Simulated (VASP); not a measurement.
# MgCd2Se3 (P-3m1) in VASP: a series of runs

The runs below take MgCd2Se3 through relaxation of cell and atoms, single point, with PBE.

All numbers are computed with VASP 6.6.1; they aren't measurements. Logs are shortened: lines on timing, memory, paths and dates and some standing lists are left out, and cuts for length are marked.

### Step 1. The cell of the first run

The structure is trigonal, space group P-3m1 (No. 164). The conventional cell has a = 4.133 Å, b = 4.133 Å, c = 10.124 Å, α = 90.00°, β = 90.00°, γ = 120.00°. Within 3.8 Å of Mg (site symmetry -3m) lie 6 Se at 2.92 Å. Cd (site symmetry 3m) has 6 Se at 2.92 Å within 3.8 Å. Se (site symmetry -3m) has 6 Cd at 2.92 Å within 3.8 Å. Se (site symmetry 3m) has 3 Cd at 2.92 Å and 3 Mg at 2.92 Å within 3.8 Å.

### Step 2. Relaxation of cell and atoms, PBE

File INCAR:

```
  PREC = Accurate
  ENCUT = 600
  EDIFF = 1E-7
  ISMEAR = 0
  SIGMA = 0.1
  LREAL = False
  LASPH = True
  NELM = 100
  ALGO = Normal
  ISIF = 3
  LWAVE = False
  LCHARG = False
  GGA = PE
  IBRION = 2
  NSW = 90
  EDIFFG = -0.04
```

File KPOINTS:

```
regular mesh
0
Gamma
  6 6 2
```

File POSCAR:

```
MgCd2Se3
1.0
    4.1330215600      0.0000000000      0.0000000000
   -2.0665107800      3.5793016600      0.0000000000
    0.0000000000      0.0000000000     10.1237939100
Mg Cd Se
1 2 3
Direct
    0.0000000000      0.0000000000      0.0000000000
    0.3333333300      0.6666666700      0.6666666700
    0.6666666700      0.3333333300      0.3333333300
    0.0000000000      0.0000000000      0.5000000000
    0.3333333300      0.6666666700      0.1666666700
    0.6666666700      0.3333333300      0.8333333300
```

Potentials or basis: VASP PAW PBE potentials, release 64 (Mg, Cd, Se).

Launch:

```sh
cat potpaw_PBE.64/Mg/POTCAR potpaw_PBE.64/Cd/POTCAR potpaw_PBE.64/Se/POTCAR > POTCAR
mpirun -np 1 vasp_std > vasp.out
```

OUTCAR:

```text
PREC = Accurate
   ENCUT = 600
   EDIFF = 1E-7
   ISMEAR = 0
   LREAL = False
   LASPH = True
   NELM = 100
   ISIF = 3
   GGA = PE
   IBRION = 2
   NSW = 90
   EDIFFG = -0.04

 ion  position               nearest neighbor table
   1  0.000  0.000  0.000-   5 2.92   6 2.92   5 2.92   6 2.92   6 2.92   5 2.92
   2  0.333  0.667  0.667-   6 2.92   6 2.92   4 2.92   6 2.92   4 2.92   4 2.92
   3  0.667  0.333  0.333-   5 2.92   5 2.92   4 2.92   5 2.92   4 2.92   4 2.92
   4  0.000  0.000  0.500-   2 2.92   3 2.92   2 2.92   3 2.92   3 2.92   2 2.92
   5  0.333  0.667  0.167-   3 2.92   3 2.92   1 2.92   3 2.92   1 2.92   1 2.92
   6  0.667  0.333  0.833-   2 2.92   2 2.92   1 2.92   2 2.92   1 2.92   1 2.92

  LATTYP: Found a hexagonal cell.
 ALAT       =     4.1330215600
 C/A-ratio  =     2.4494897409

  Lattice vectors:

 A1 = (   4.1330215600,   0.0000000000,   0.0000000000)
 A2 = (  -2.0665107800,   3.5793016600,   0.0000000000)
 A3 = (   0.0000000000,   0.0000000000,  10.1237939100)

Analysis of symmetry for initial positions (statically):
=====================================================================
 Subroutine PRICEL returns:
 Original cell was already a primitive cell.

 Routine SETGRP: Setting up the symmetry group for a
 hexagonal supercell.

 Subroutine GETGRP returns: Found 12 space group operations
 (whereof 12 operations were pure point group operations)
 out of a pool of 24 trial point group operations.

The static configuration has the point symmetry D_3d.

Analysis of symmetry for dynamics (positions and initial velocities):
=====================================================================
 Subroutine PRICEL returns:
 Original cell was already a primitive cell.

 Routine SETGRP: Setting up the symmetry group for a
 hexagonal supercell.

 Subroutine GETGRP returns: Found 12 space group operations
 (whereof 12 operations were pure point group operations)
 out of a pool of 24 trial point group operations.

The dynamic configuration has the point symmetry D_3d.

 Subroutine INISYM returns: Found 12 space group operations
 (whereof 12 operations are pure point group operations),
 and found     1 'primitive' translations

----------------------------------------------------------------------------------------

                                     Primitive cell

  volume of cell :     149.7646

  direct lattice vectors                    reciprocal lattice vectors
     4.133021560  0.000000000  0.000000000     0.241953734  0.139692054  0.000000000
    -2.066510780  3.579301660  0.000000000     0.000000000  0.279384108  0.000000000
     0.000000000  0.000000000 10.123793910     0.000000000  0.000000000  0.098777198

  length of vectors
     4.133021560  4.133021555 10.123793910     0.279384107  0.279384108  0.098777198

  position of ions in fractional coordinates (direct lattice)
     0.000000000  0.000000000  0.000000000
     0.333333330  0.666666670  0.666666670
     0.666666670  0.333333330  0.333333330
     0.000000000  0.000000000  0.500000000
     0.333333330  0.666666670  0.166666670
     0.666666670  0.333333330  0.833333330

  ion indices of the primitive-cell ions
   primitive index   ion index
                 1           1
                 2           2
                 3           3
                 4           4
                 5           5
                 6           6

----------------------------------------------------------------------------------------

 KPOINTS: regular mesh

Automatic generation of k-mesh.
 Grid dimensions read from file:
 generate k-points for:    6    6    2

 Generating k-lattice:

  Cartesian coordinates                     Fractional coordinates (reciprocal lattice)
     0.040325622  0.023282009  0.000000000     0.166666667  0.000000000  0.000000000
     0.000000000  0.046564018  0.000000000     0.000000000  0.166666667  0.000000000
     0.000000000  0.000000000  0.049388599     0.000000000  0.000000000  0.500000000

  Length of vectors
     0.046564018  0.046564018  0.049388599

  Shift w.r.t. Gamma in fractional coordinates (k-lattice)
     0.000000000  0.000000000  0.000000000

 Subroutine IBZKPT returns following result:
 ===========================================

 Found     14 irreducible k-points:

 Following reciprocal coordinates:
            Coordinates               Weight
  0.000000  0.000000  0.000000      1.000000
  0.166667  0.000000  0.000000      6.000000
  0.333333  0.000000  0.000000      6.000000
  0.500000  0.000000  0.000000      3.000000
  0.166667  0.166667  0.000000      6.000000
  0.333333  0.166667  0.000000     12.000000
  0.333333  0.333333  0.000000      2.000000
  0.000000  0.000000  0.500000      1.000000
  0.166667  0.000000  0.500000      6.000000
  0.333333  0.000000  0.500000      6.000000
  0.500000  0.000000  0.500000      3.000000
  0.166667  0.166667  0.500000      6.000000
  0.333333  0.166667  0.500000     12.000000
  0.333333  0.333333  0.500000      2.000000
   k-points           NKPTS =     14   k-points in BZ     NKDIM =     14   number of bands    NBANDS=     26
   number of dos      NEDOS =    301   number of ions     NIONS =      6
   total plane-waves  NPLWV = 108864
   dimension x,y,z NGX =    36 NGY =   36 NGZ =   84
   dimension x,y,z NGXF=    72 NGYF=   72 NGZF=  168
   ions per type =               1   2   3
   NGX,Y,Z   is equivalent  to a cutoff of  14.48, 14.48, 13.79 a.u.
   NGXF,Y,Z  is equivalent  to a cutoff of  28.96, 28.96, 27.59 a.u.
 SYSTEM =  unknown system
   PREC   = accura    normal or accurate (medium, high low for compatibility)
   ISTART =      0    job   : 0-new  1-cont  2-samecut
   ICHARG =      2    charge: 1-file 2-atom 10-const
   ISPIN  =      1    spin polarized calculation?
   LNONCOLLINEAR =      F non collinear calculations
   LSORBIT =      F    spin-orbit coupling
   LASPH  =      T    aspherical Exc in radial PAW
   ENCUT  =  600.0 eV  44.10 Ry    6.64 a.u.   8.25  8.25 20.22*2*pi/ulx,y,z
   NELM   =    100;   NELMIN=  2; NELMDL= -5     # of ELM steps
   EDIFF  = 0.1E-06   stopping-criterion for ELM
   LREAL  =      F    real-space projection
   EDIFFG = -.4E-01   stopping-criterion for IOM
   NSW    =     90    number of steps for IOM
   IBRION =      2    ionic relax: 0-MD 1-quasi-New 2-CG
   NFREE  =      1    steps in history (QN), initial steepest desc. (CG)
   ISIF   =      3    stress and relaxation
   ISYM   =      2    0-nonsym 1-usesym 2-fastsym
   POTIM  = 0.5000    time-step for ionic-motion
   TEBEG  =    0.0;   TEEND  =   0.0 temperature during run
   PSTRESS=    0.0 pullay stress
   NELECT =      44.0000    total number of electrons
   NUPDOWN=      -1.0000    fix difference up-down
   EMIN   =  10.00;   EMAX   =-10.00  energy-range for DOS
   EFERMI =   0.00;   METHOD = LEGACY
   ISMEAR =     0;   SIGMA  =   0.10  broadening in eV -4-tet -1-fermi 0-gaus
   EFERMI_NEDOS =   21; number of points for ismear=-14 and -15
   IALGO  =     38    algorithm
   IMIX   =      4    mixing-type and parameters
     AMIX     =   0.40;   BMIX     =  1.00
     AMIX_MAG =   1.60;   BMIX_MAG =  1.00
  volume/ion in A,a.u.               =      24.96       168.44
  Fermi-wavevector in a.u.,A,eV,Ry     =   1.088318  2.056624 16.115243  1.184437
  Thomas-Fermi vector in A             =   2.224497
   LORBIT       =      0    0 simple, 1 ext, 2 COOP (PROOUT), +10 PAW based schemes
   GGA     = PE    functional components
   LHFCALC =     F    Hartree Fock is set to
   AEXX    =    0.0000 exact exchange contribution
   IVDW    =     0    specifies the selected vdW correction
   LEPSILON=     F    determine dielectric tensor
   LRPA    =     F    only Hartree local field effects (RPA)
 conjugate gradient relaxation of ions
 non-spin polarized calculation
 Gauss-broadening in eV      SIGMA  =   0.10
  energy-cutoff  :      600.00
  volume of cell :      149.76
 maximum number of plane-waves:      5032
 NGX is ok and might be reduce to    36
   NGX = 17   NGY = 17   NGZ = 41

--------------------------------------- Ionic step        1  -------------------------------------------

 number of electron      43.9999995 magnetization

 Free energy of the ion-electron system (eV)
  ---------------------------------------------------
  ext. energy  EPLUGINS =         0.00000000
  ---------------------------------------------------
  free energy    TOTEN  =       -17.57611871 eV

  energy without entropy =      -17.57142590  energy(sigma->0) =      -17.57377230

------------------------ aborting loop because EDIFF is reached ----------------------------------------

  FORCE on cell =-STRESS in cart. coord.  units (eV):
  Direction    XX          YY          ZZ          XY          YZ          ZX
  --------------------------------------------------------------------------------------
  -------------------------------------------------------------------------------------
  Total       -3.9782527     -3.9782527     -4.0758677     -0.0000000      0.0000000      0.0000000
  in kB      -42.5592221    -42.5592220    -43.6035044     -0.0000000      0.0000000      0.0000000
  external PRESSURE =     -42.9073162 kB  Pullay stress =       0.0000000 kB
[... 225 lines left out ...]
  energy  without entropy=      -17.8007935145  energy(sigma->0) =      -17.80284310

--------------------------------------- Ionic step        7  -------------------------------------------

 number of electron      44.0000002 magnetization

 Free energy of the ion-electron system (eV)
  ---------------------------------------------------
  ext. energy  EPLUGINS =         0.00000000
  ---------------------------------------------------
  free energy    TOTEN  =       -17.80537066 eV

  energy without entropy =      -17.80123936  energy(sigma->0) =      -17.80330501

 E-fermi :   2.5382     XC(G=0):  -9.7855

 val. band max:        2.4378766761   @ k =   0.1667   0.1667   0.0000
 cond. band min:       2.5960671156   @ k =   0.5000   0.0000   0.0000
 fundamental gap:      0.1581904395
 Fermi energy:         2.5382045505

 k-point     1 :       0.0000    0.0000    0.0000
  band No.  band energies     occupation
      1     -10.3686      2.00000
      2      -9.7644      2.00000
      3      -9.6242      2.00000
      4      -5.5735      2.00000
      5      -5.5735      2.00000
      6      -5.4819      2.00000
[... 428 lines left out ...]
  FREE ENERGIE OF THE ION-ELECTRON SYSTEM (eV)
  ---------------------------------------------------
  free  energy   TOTEN  =       -17.8053706620 eV

  energy  without entropy=      -17.8012393570  energy(sigma->0) =      -17.80330501

 reached required accuracy - stopping structural energy minimisation
```

It took 12 min on 1 thread of Intel Xeon 8259CL, shared host; peak memory 0.38 GiB.

What came out:

* Free energy: -17.8054 eV
* Relaxed volume: 22.89 Å³/atom
* Relaxed cell: a = 4.018 Å, b = 4.018 Å, c = 9.825 Å, α = 90.00°, β = 90.00°, γ = 120.00°
* Space group after relaxing (to 0.1 Å): P-3m1 (No. 164)
* Energy gained by relaxing: 38.2 meV/atom
* Ionic steps: 7
* Pressure after relaxing: -0.2 GPa
* Largest force after relaxing: 0.028 eV/Å
* Band gap on the k mesh: 0.16 eV (least direct gap 0.76 eV)

Forces on the atoms (eV/Å):
```
Mg   0.000  0.000  0.000
Cd   0.000  0.000  0.028
Cd   0.000  0.000 -0.028
Se   0.000  0.000  0.000
Se   0.000  0.000  0.011
Se   0.000  0.000 -0.011
```

Step by step:
```
step  energy change (eV)  largest force (eV/Å)  pressure (GPa)  volume (Å³)
   1              0.0000                0.3719           -4.29       149.76
   2             -0.1915                0.4273            0.73       135.74
   3             -0.1935                0.4221            0.19       136.90
   4             -0.2090                0.2964            0.15       136.82
   5             -0.2256                0.1693            0.12       136.61
   6             -0.2288                0.0795           -0.11       137.09
   7             -0.2293                0.0284           -0.24       137.36
```

Final structure:
```xyz
6
Lattice="4.0180 0.0000 0.0000 -2.0090 3.4797 0.0000 0.0000 0.0000 9.8246" Properties=species:S:1:pos:R:3 pbc="T T T"
Mg    0.0000    0.0000    0.0000
Cd    0.0000    2.3198    6.5844
Cd    2.0090    1.1599    3.2402
Se    0.0000    0.0000    4.9123
Se    0.0000    2.3198    1.5427
Se    2.0090    1.1599    8.2818
```

Levels at points of the mesh, in eV from the valence-band top:
| k point | band 19 | band 20 | band 21 | band 22 | band 23 | band 24 | band 25 | band 26 |
| --- | --- | --- | --- | --- | --- | --- | --- | --- |
| (0.00, 0.00, 0.00) | -0.40 | -0.39 | -0.02 | -0.02 | 0.74 | 3.32 | 3.41 | 6.02 |
| (0.50, 0.00, 0.00) | -1.46 | -1.18 | -0.88 | -0.60 | 0.16 | 3.26 | 3.57 | 4.83 |
| (0.00, 0.00, 0.50) | -0.25 | -0.25 | -0.10 | -0.10 | 2.32 | 2.66 | 3.29 | 5.51 |
| (0.50, 0.00, 0.50) | -1.61 | -1.56 | -0.18 | -0.15 | 1.15 | 1.84 | 3.25 | 5.29 |

### Step 3. Single point, PBE

This run uses another cell than the first one, of 22.74 Å³/atom.

File INCAR:

```
SYSTEM = MgCd2Se3
PREC = Accurate
ENCUT = 520
EDIFF = 1E-6
ISMEAR = 0
SIGMA = 0.01
LREAL = .FALSE.
LASPH = .TRUE.
NELM = 100
ALGO = Normal
ISIF = 2
LWAVE = .FALSE.
LCHARG = .FALSE.
GGA = PE
NBANDS = 31
```

File KPOINTS:

```
Automatic mesh
0
G
  12 12 4
  0 0 0
```

File POSCAR:

```
MgCd2Se3
1.0
    4.0071976549      0.0000000000      0.0000000000
   -2.0035988275      3.4703349671      0.0000000000
    0.0000000000      0.0000000000      9.8126232301
Mg Cd Se
1 2 3
Direct
    0.0000000000      0.0000000000      0.0000000000
    0.3333333333      0.6666666667      0.6704272883
    0.6666666667      0.3333333333      0.3295727117
    0.0000000000      0.0000000000      0.5000000000
    0.3333333333      0.6666666667      0.1576246324
    0.6666666667      0.3333333333      0.8423753676
```

Potentials or basis: VASP PAW PBE potentials, release 64 (Mg, Cd, Se).

Launch:

```sh
cat potpaw_PBE.64/Mg/POTCAR potpaw_PBE.64/Cd/POTCAR potpaw_PBE.64/Se/POTCAR > POTCAR
mpirun -np 1 vasp_std > vasp.out
```

It took 7.9 min on 1 thread of Intel Xeon 8259CL, shared host; peak memory 0.45 GiB.

The run converged. Its results:

```
Free energy            : -17.8204 eV
Pressure               : 0.2 GPa
Largest force          : 0.032 eV/Å
Band gap on the k mesh : 0.17 eV (least direct gap 0.75 eV)
```

Forces in eV/Å, atoms in the order of the input:
```
Mg   0.000  0.000  0.000
Cd   0.000  0.000  0.000
Cd   0.000  0.000  0.000
Se   0.000  0.000  0.000
Se   0.000  0.000 -0.032
Se   0.000  0.000  0.032
```

Levels at points of the mesh, in eV from the valence-band top:
```tsv
k point	band 20	band 21	band 22	band 23	band 24	band 25
(0.00, 0.00, 0.00)	-0.40	-0.01	-0.01	0.78	3.35	3.42
(0.50, 0.00, 0.00)	-1.17	-0.90	-0.58	0.17	3.27	3.58
(0.00, 0.00, 0.50)	-0.25	-0.08	-0.08	2.36	2.69	3.29
(0.50, 0.00, 0.50)	-1.56	-0.17	-0.14	1.17	1.85	3.25
```

A k mesh can miss the band edges.
